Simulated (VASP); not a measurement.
# Co: single point with PBE

The system is Co.

```
CELL_PARAMETERS angstrom
2.45839 0.00000 0.00000
-1.22920 2.12903 0.00000
0.00000 0.00000 3.96069
ATOMIC_POSITIONS crystal
Co 0.33333 0.66667 0.25000
Co 0.66667 0.33333 0.75000
```

```yaml
Program: VASP 6.6.1
Task: single point
Functional: PBE
Potentials_or_basis: VASP PAW PBE potentials, release 64 (Co)
Cutoff: 520 eV
k_mesh: 15 × 15 × 8
Occupations: methfessel-paxton, width 0.1 eV
Spin: no spin polarisation
Dipole_correction: no
Further_INCAR_settings: ALGO = Normal; EDIFF = 1e-06; NBANDS = 16
```

```json
{"Pressure": "-1.6 GPa", "Band gap on the k mesh": "zero (band 9 reaches 11.21 eV, above the bottom of band 10 at 9.67 eV)"}
```

Levels at points of the mesh, in eV from the Fermi level:
| k point | band 7 | band 8 | band 9 | band 10 | band 11 | band 12 |
| --- | --- | --- | --- | --- | --- | --- |
| (0.00, 0.00, 0.00) | -1.53 | -1.16 | -1.16 | -0.05 | 0.08 | 0.08 |
| (0.00, 0.00, 0.50) | -1.97 | -1.97 | -0.26 | -0.26 | -0.26 | -0.26 |

It took 32 s on 1 thread of Intel(R) Xeon(R) Platinum 8259CL CPU @ 2.50GHz (Skylake/Cascade Lake), with other jobs on the host, peak memory 0.16 GiB.

Caveat: the run has no spin polarisation, though such a crystal can be magnetic. Spin polarisation is off, so any magnetic state and its effect on volume and gap are missing.
